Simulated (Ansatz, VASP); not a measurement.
Two plane-wave programs on Si3Bi

```
Si Bi
1.0
     0.00000    3.47276    3.47276
     3.47276    0.00000    3.47276
     3.47276    3.47276    0.00000
Si Bi
3 1
Direct
  0.25000 0.25000 0.25000
  0.75000 0.75000 0.75000
  0.50000 0.50000 0.50000
  0.00000 0.00000 0.00000
```

Change from the starting cell: species swapped into the Ti3Os type (Fm-3m, No. 225).

Alike in both runs: task relaxation of cell and atoms; functional PBE; k mesh 4 × 4 × 4; occupations gaussian, width 0.1 eV; no spin polarisation.

```csv
,VASP,Ansatz
version,VASP 6.6.1,Ansatz 0.2.0
potentials or method,"VASP PAW PBE potentials, release 64 (Si, Bi_d), cutoff 600 eV","scalar-relativistic, plane waves, PAW"
valence electrons in the cell,27,27
```

```tsv
	VASP	Ansatz	Ansatz less VASP
gap on the k mesh at the Fermi level, each at its own relaxed structure (eV)	none	none	-
relaxed volume (Å³/atom)	19.20	19.26	+0.063
relaxed length of the cell vector where the two differ most in proportion (Å)	4.771	4.776	+0.0052
```

A gap of «none» marks a metal or a gap that the smearing closes.

The k mesh is coarse, so the values compare programs but aren't converged. Neither program's run includes spin-orbit coupling. Noted on VASP's run: too few bands were computed for a metal, which touches its energy and stress.
